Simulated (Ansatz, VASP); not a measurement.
AlN: VASP beside Ansatz

The input INCAR:

```
SYSTEM = AlN
ALGO     = Normal         ! electronic algorithm
EDIFF    = 1E-6           ! SCF threshold, eV
ENCUT    = 520            ! plane-wave cutoff, eV
GGA      = PE             ! functional
ISIF     = 2              ! what is computed and relaxed
ISMEAR   = 0              ! smearing method
LASPH    = .True.         ! aspherical terms in the spheres
LCHARG   = .False.        ! write CHGCAR
LREAL    = .False.        ! projectors in reciprocal space
LWAVE    = .False.        ! write WAVECAR
NBANDS   = 26             ! bands
NELM     = 60             ! most SCF steps
PREC     = Accurate       ! precision mode
SIGMA    = 0.05           ! smearing width, eV
```

The input KPOINTS:

```
k-points
0
Gamma
  8 6 4
  0 0 0
```

File POSCAR:

```
AlN
1.0
   -1.6567491617      2.8695737234      0.0000000000
    0.0000000000      0.0000000000      4.1874629526
    4.9702474850      2.8695737234      0.0000000000
Al N
4 4
Direct
    0.3353413972      0.7500000000      0.1117804658
    0.0000000000      0.7500000000      0.6666666667
    0.0000000000      0.2500000000      0.3333333333
    0.5000000000      0.2500000000      0.8333333333
    0.5000000000      0.2500000000      0.1666666667
    0.0000000000      0.2500000000      0.6666666667
    0.0000000000      0.7500000000      0.3333333333
    0.5000000000      0.7500000000      0.8333333333
```

Input for Ansatz:

```yaml
crystal:
  lattice:
    - [-1.6567491617, 2.8695737234, 0.0]
    - [0.0, 0.0, 4.1874629526]
    - [4.970247485, 2.8695737234, 0.0]
  atoms:
    - { symbol: Al, position: [0.3353413972, 0.75, 0.1117804658] }
    - { symbol: Al, position: [0.0, 0.75, 0.6666666667] }
    - { symbol: Al, position: [0.0, 0.25, 0.3333333333] }
    - { symbol: Al, position: [0.5, 0.25, 0.8333333333] }
    - { symbol: "N", position: [0.5, 0.25, 0.1666666667] }
    - { symbol: "N", position: [0.0, 0.25, 0.6666666667] }
    - { symbol: "N", position: [0.0, 0.75, 0.3333333333] }
    - { symbol: "N", position: [0.5, 0.75, 0.8333333333] }
basis:
  ecutwfc: 420
kpoints:
  mp_grid: { grid: [8, 6, 4] }
hamiltonian:
  xc: pbe
  pseudopotentials: { kind: paw, azcp: { folder: soft_1 } }
scf:
  occupations: { method: gaussian, width: 0.05 }
output:
  forces: true
  stress: true
  eigenvalues: true
```

Alike in both runs: task single point; functional PBE; k mesh 8 × 6 × 4; occupations gaussian, width 0.05 eV; no spin polarisation.

|  | VASP | Ansatz |
| --- | --- | --- |
| version | VASP 6.6.1 | Ansatz 0.2.0 |
| potentials or method | VASP PAW PBE potentials, release 64 (Al, N), cutoff 520 eV | scalar-relativistic, plane waves, PAW |
| valence electrons in the cell | 32 | 32 |

```tsv
	VASP	Ansatz	Ansatz less VASP
gap on the k mesh at the Fermi level (eV)	2.15	2.15	-0.002
least direct gap on the mesh (eV)	2.15	2.15	-0.002
pressure (GPa)	8.1	8.2	+0.07
traceless stress, the component that is largest in VASP (GPa)	15.88	15.73	-0.147
rms of the force components (eV/Å)	1.680	1.667	-0.0129
```

Atom by atom the forces differ by 0.016 eV/Å (rms over components).
